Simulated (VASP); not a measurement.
Wanted: the native input for a VASP 6.6.1 run.

| Property | Result |
| --- | --- |
| Task | single point |
| Functional | PBE |
| Potentials or basis | VASP PAW PBE potentials, release 64 (Ru_pv, Au) |
| Cutoff | 520 eV |
| k mesh | 8 × 8 × 8 |
| Occupations | fermi-dirac, width 0.05 eV |
| Spin | no spin polarisation |
| Dipole correction | no |
| Further INCAR settings | ALGO = Fast; EDIFF = 1e-06; NBANDS = 20 |

The structure of RuAu lies in POSCAR:

```
RuAu
1.0
    3.2064570128      0.0000000000      0.0000000000
    0.0000000000      3.2064570128      0.0000000000
    0.0000000000      0.0000000000      3.2064570128
Ru Au
1 1
Direct
    0.0000000000      0.0000000000      0.0000000000
    0.5000000000      0.5000000000      0.5000000000
```

The input as run:

INCAR

```
SYSTEM = RuAu
PREC = Accurate
ENCUT = 520
EDIFF = 1E-6
ISMEAR = -1
SIGMA = 0.05
LREAL = .FALSE.
LASPH = .TRUE.
NELM = 100
ALGO = Fast
ISIF = 2
LWAVE = .FALSE.
LCHARG = .TRUE.
GGA = PE
LELF = .TRUE.
LVHAR = .TRUE.
NBANDS = 20
```

KPOINTS

```
regular mesh
0
G
  8 8 8
  0 0 0
```

Potentials or basis: VASP PAW PBE potentials, release 64 (Ru_pv, Au).

Run with:

```sh
$ cat potpaw_PBE.64/Ru_pv/POTCAR potpaw_PBE.64/Au/POTCAR > POTCAR
$ mpirun -np 1 vasp_std > vasp.out
```

It gave:

| Item | Value |
| --- | --- |
| Pressure | -7.3 GPa |

Wall time 18 s on 1 thread of Intel(R) Xeon(R) Platinum 8259CL CPU @ 2.50GHz (Skylake/Cascade Lake), with other jobs on the host, peak memory 0.15 GiB.
